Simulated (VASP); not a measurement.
Runs of VASP 6.6.1 on Al2Cu. The structure is that of space group Fm-3m (No. 225), or close to it. The cells are those of the table. 

```tsv
cell	gap on the mesh (eV)	pressure (GPa)
a = 4.170 Å, angles 119.6, 119.6, 90.7°, 3 atoms	none	(a)
a = 4.009 Å, angles 120.0, 120.0, 90.0°, 3 atoms	none	0.3
a = 4.250 Å, angles 119.4, 119.4, 91.1°, 3 atoms	none	(b)
a = 4.123 Å, angles 120.3, 120.3, 89.4°, 3 atoms	none	-7.0
a = 4.203 Å, angles 120.1, 120.1, 89.8°, 3 atoms	none	-11.0
```

Alike in all rows: task single point; level LDA; potentials or basis VASP PAW LDA potentials, release 64 (Al, Cu); no spin polarisation; k mesh 14 × 14 × 14; cutoff (eV) 520; smearing gaussian 0.15 eV.

Q: Estimate the missing entries.

A: (a) -9.9; (b) -13.1.

Caveats: the cell stands under tension (at least some runs).

A gap of «none» marks levels without a gap at the run's occupations.
